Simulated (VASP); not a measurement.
Set up this calculation in VASP 6.6.1, as the native input.

```yaml
Task: single point
Functional: PBE
Potentials_or_basis: VASP PAW PBE potentials, release 64 (C)
Cutoff: 520 eV
k_mesh: 6 × 6 × 6
Occupations: gaussian, width 0.1 eV
Spin: no spin polarisation
Dipole_correction: no
Further_INCAR_settings: LREAL = Auto; ALGO = Normal; EDIFF = 1e-06; NBANDS = 48
```

The structure of C (a cell with a defect) lies in POSCAR:

```
C
1.0
   -4.9330325265      0.0000000000      0.0000000000
   -2.4665162632     -4.2721314856      0.0000000000
   -2.4665162632     -1.4240438285      8.5756686354
C
17
Direct
    0.5882543643      0.5882543643      0.7363685727
    0.0871226986      0.5882543643      0.7363685727
    0.5882543643      0.0871226986      0.7363685727
    0.0870118948      0.0870118948      0.7389643157
    0.2541658413      0.2541658413      0.7363566741
    0.7553116434      0.2541658413      0.7363566741
    0.2541658413      0.7553116434      0.7363566741
    0.7536654974      0.7536654974      0.7390035079
    0.7458341587      0.7458341587      0.2636433259
    0.2446883566      0.7458341587      0.2636433259
    0.7458341587      0.2446883566      0.2636433259
    0.2463345026      0.2463345026      0.2609964921
    0.4117456357      0.4117456357      0.2636314273
    0.9128773014      0.4117456357      0.2636314273
    0.4117456357      0.9128773014      0.2636314273
    0.9129881052      0.9129881052      0.2610356843
    0.5000000000      0.5000000000      0.5000000000
```

These files were run (other wordings do the same):

INCAR

```
SYSTEM = C
ALGO = Normal
EDIFF = 1E-6
ENCUT = 520
GGA = PE
ISIF = 2
ISMEAR = 0
LASPH = .True.
LCHARG = .False.
LREAL = Auto
LWAVE = .False.
NBANDS = 48
NELM = 60
PREC = Accurate
SIGMA = 0.1
```

KPOINTS

```
k-points
0
Gamma
  6 6 6
  0 0 0
```

Potentials or basis: VASP PAW PBE potentials, release 64 (C).

The run is started by

```sh
$ cat potpaw_PBE.64/C/POTCAR > POTCAR
$ mpirun -np 1 vasp_std > vasp.out
```

It gave:

```json
{
 "Pressure": "1.6 GPa",
 "Largest force": "0.007 eV/Å",
 "Band gap on the k mesh": "zero (band 34 reaches 3.56 eV, above the bottom of band 35 at 3.18 eV)"
}
```

It took 6.2 min on 1 thread of Intel(R) Xeon(R) Platinum 8375C CPU @ 2.90GHz (Ice Lake), with other jobs on the host, peak memory 0.41 GiB.
